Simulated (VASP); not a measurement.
Ta2N, 3 atoms in the cell. The structure is trigonal, space group P-3m1 (No. 164). Conventional cell: a = 3.113 Å, b = 3.113 Å, c = 4.870 Å, α = 90.00°, β = 90.00°, γ = 120.00°. Ta (site symmetry 3m) has 3 N at 2.18 Å and 12 Ta at 2.99 to 3.11 Å within 3.2 Å. N (site symmetry -3m) has 6 Ta at 2.18 Å within 2.9 Å. 

* Program: VASP 6.6.1
* Task: relaxation of cell and atoms
* Functional: revPBE
* Dispersion: D4
* Potentials or basis: VASP PAW PBE potentials, release 64 (Ta_pv, N)
* Cutoff: 600 eV
* k mesh: 10 × 10 × 6
* Occupations: fermi-dirac, width 0.05 eV
* Spin: no spin polarisation
* Dipole correction: no
* Further INCAR settings: ALGO = Normal; EDIFF = 1e-06; IBRION = 2; EDIFFG = -0.01; NSW = 60; ISIF = 3

Potentials or basis: VASP PAW PBE potentials, release 64 (Ta_pv, N).

The run is started by

```console
$ cat potpaw_PBE.64/Ta_pv/POTCAR potpaw_PBE.64/N/POTCAR > POTCAR
$ mpirun -np 1 vasp_std > vasp.out
```

Hardware: 1 thread of Intel(R) Xeon(R) Platinum 8488C (Sapphire Rapids) (shared host).

**Question.** How long does it take, and how much memory?

**Answer.** Run time: 2.7 min on 1 thread of Intel(R) Xeon(R) Platinum 8488C (Sapphire Rapids), with other jobs on the host, peak memory 0.23 GiB. Counts: scf iterations 48, k points 72, ion steps 6.
